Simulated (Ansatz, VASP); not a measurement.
**One calculation of NiO, two programs**

```
Ni O
1.0
     0.00000    2.10848    2.10848
     2.10848    0.00000    2.10848
     2.10848    2.10848    0.00000
Ni O
1 1
Cartesian
  0.0000 0.0000 0.0000
  2.1085 2.1085 2.1085
```

Alike in both runs: task single point; functional PBE; k mesh 16 × 16 × 16; occupations fermi-dirac, width 0.03 eV; collinear spin.

```csv
,VASP,Ansatz
version,VASP 6.6.1,Ansatz 0.2.0
potentials or method,"VASP PAW PBE potentials, release 64 (Ni, O), cutoff 520 eV","all-electron LAPW, scalar-relativistic"
```

|  | VASP | Ansatz | Ansatz less VASP |
| --- | --- | --- | --- |
| pressure (GPa) | -0.4 | 0.4 | +0.84 |
| net moment per atom (μB) | 0.89 | 0.93 | +0.036 |
| size of the moment on the site where the two differ most (μB) | 1.46 | 1.53 | +0.073 |

Site moments also hang on the region over which each program counts them. Ansatz ran all-electron here, and VASP with PAW potentials.
